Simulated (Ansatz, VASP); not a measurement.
## One calculation of PbSe, two programs

Contents of INCAR:

```
SYSTEM = PbSe
  PREC = Accurate
  ENCUT = 520
  EDIFF = 1E-6
  ISMEAR = 0
  SIGMA = 0.03
  LREAL = .False.
  LASPH = .True.
  NELM = 80
  ALGO = Normal
  ISIF = 2
  LWAVE = .False.
  LCHARG = .False.
  GGA = PE
  IVDW = 12
  NBANDS = 17
```

The input KPOINTS:

```
regular mesh
0
Gamma
  10 10 10
  0 0 0
```

Contents of POSCAR:

```
PbSe
1.0
    0.0000000000      3.0890628821      3.2413536822
    3.0890628821      0.0000000000      3.2413536822
    3.0890628821      3.0890628821      0.0000000000
Pb Se
1 1
Direct
    0.0000000000      0.0000000000      0.0000000000
    0.5000000000      0.5000000000      0.5000000000
```

Input for Ansatz:

```yaml
crystal:
  lattice:
    - [0.0, 3.0890628821, 3.2413536822]
    - [3.0890628821, 0.0, 3.2413536822]
    - [3.0890628821, 3.0890628821, 0.0]
  atoms:
    - { symbol: Pb, position: [0.0, 0.0, 0.0] }
    - { symbol: Se, position: [0.5, 0.5, 0.5] }
basis:
  ecutwfc: 420
kpoints:
  mp_grid: { grid: [10, 10, 10] }
hamiltonian:
  xc: pbe
  dispersion: d3bj
scf:
  occupations: { method: gaussian, width: 0.03 }
output:
  forces: true
  stress: true
  eigenvalues: true
```

Alike in both runs: task single point; functional PBE; dispersion D3(BJ); k mesh 10 × 10 × 10; occupations gaussian, width 0.03 eV; no spin polarisation.

|  | VASP | Ansatz |
| --- | --- | --- |
| version | VASP 6.6.1 | Ansatz 0.2.0 |
| potentials or method | VASP PAW PBE potentials, release 64 (Pb_d, Se), cutoff 520 eV | scalar-relativistic, plane waves, PAW |
| valence electrons in the cell | 20 | 30 |

```tsv
	VASP	Ansatz	Ansatz less VASP
gap on the k mesh at the Fermi level (eV)	0.47	0.46	-0.004
least direct gap on the mesh (eV)	0.47	0.46	-0.004
pressure (GPa)	-2.5	-2.5	+0.02
traceless stress, the component that is largest in VASP (GPa)	-2.61	-2.61	+0.008
```

VASP's potentials hold 20 valence electrons a cell and Ansatz's 30, so a difference there can come from the potentials and not from the codes.

Spin-orbit coupling is off throughout.
